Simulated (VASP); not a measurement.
Ag: single point with PBEsol

Ag:

```
Ag
1.0
    -1.61378    1.61378    1.61378
     1.61378   -1.61378    1.61378
     1.61378    1.61378   -1.61378
Ag
1
Direct
  0.00000 0.00000 0.00000
```

This isn't the form of Ag at room conditions, which is fcc.

```yaml
Program: VASP 6.6.1
Task: single point
Functional: PBEsol
Potentials_or_basis: VASP PAW PBE potentials, release 64 (Ag)
Cutoff: 500 eV
k_mesh: 9 × 9 × 9
Occupations: methfessel-paxton, width 0.05 eV
Spin: no spin polarisation
Dipole_correction: no
Further_INCAR_settings: ALGO = Normal; EDIFF = 1e-06; NBANDS = 12
```

- Pressure: -0.2 GPa
- Band gap on the k mesh: zero (an odd number of electrons rules out a gap without spin polarisation)

Levels at points of the mesh, in eV from the Fermi level:
```tsv
k point	band 3	band 4	band 5	band 6	band 7	band 8	band 9	band 10
(0.00, 0.00, 0.00)	-4.87	-4.87	-3.49	-3.49	18.06	18.06	18.06	24.59
```

Wall time 3.8 s on 1 thread of AMD EPYC 9R45 96-Core Processor (Zen 5) (shared host), peak memory 0.09 GiB.

Caveat: the PAW data sets were made with another functional, which shifts forces and pressure a little.
